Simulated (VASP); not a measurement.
Here is a VASP 6.6.1 calculation.

INCAR

```
PREC     = Accurate       # precision mode
ENCUT    = 520            # plane-wave cutoff, eV
EDIFF    = 1E-6           # SCF threshold, eV
ISMEAR   = -1             # smearing method
SIGMA    = 0.05           # smearing width, eV
LREAL    = False          # projectors in reciprocal space
LASPH    = True           # aspherical terms in the spheres
NELM     = 120            # most SCF steps
ALGO     = Normal         # electronic algorithm
ISIF     = 2              # what is computed and relaxed
LWAVE    = False          # write WAVECAR
LCHARG   = False          # write CHGCAR
GGA      = PE             # functional
IVDW     = 12             # dispersion correction
NBANDS   = 39             # bands
GGA_COMPAT= False
```

KPOINTS

```
regular mesh
0
Gamma
  1 1 1
```

Contents of POSCAR:

```
H11C2NO4
1.0
    5.9154820000      0.0000000000      0.0000000000
    0.0000000000      5.9154820000      0.0000000000
    0.0000000000      0.0000000000      5.9154820000
O H C N
4 11 2 1
Direct
    0.8153181769      1.0228414185      0.3825892801
    0.0763758558      0.6721683880      0.9932749352
    0.3346980009      0.0923677901      0.9662272660
    0.7584504526      0.3239296477      0.8313608257
    0.9037302455      1.1555947596      0.4372424766
    0.9295100551      0.9262812396      0.3222053588
    0.1778046151      0.8046005380      0.9766406186
    0.1544760004      0.5486112543      0.8999435718
    0.4026383649      0.2091291969      0.8639025527
    0.4642225266      0.0626829733      1.0661853083
    0.7926995636      0.4796904124      0.8530665802
    0.8930295114      0.2505797499      0.8930633210
    0.5111164230      0.5630648525      0.1492693241
    0.7167801373      0.6330506965      0.3764866498
    0.6655586138      0.3453480207      0.3067205682
    0.5769267830      0.5107107079      0.3234901230
    0.3849728560      0.4660482443      0.4834263717
    0.2356021031      0.4379355731      0.5995115867
```

Potentials or basis: VASP PAW PBE potentials, release 64 (O, H, C, N).

Run with:

```sh
$ cat potpaw_PBE.64/O/POTCAR potpaw_PBE.64/H/POTCAR potpaw_PBE.64/C/POTCAR potpaw_PBE.64/N/POTCAR > POTCAR
$ mpirun -np 1 vasp_gam > vasp.out
```

(1) What does it give for the pressure?

(2) What does it give for the band gap on the k mesh?

(3) Estimate the dispersion energy per atom.

(4) What does it give for the largest force?

Results:

(1) -1.4 GPa.

(2) 4.86 eV.

(3) -0.037 eV.

(4) 6.478 eV/Å.

Caveat: the k points lie up to 1.06 Å⁻¹ apart.
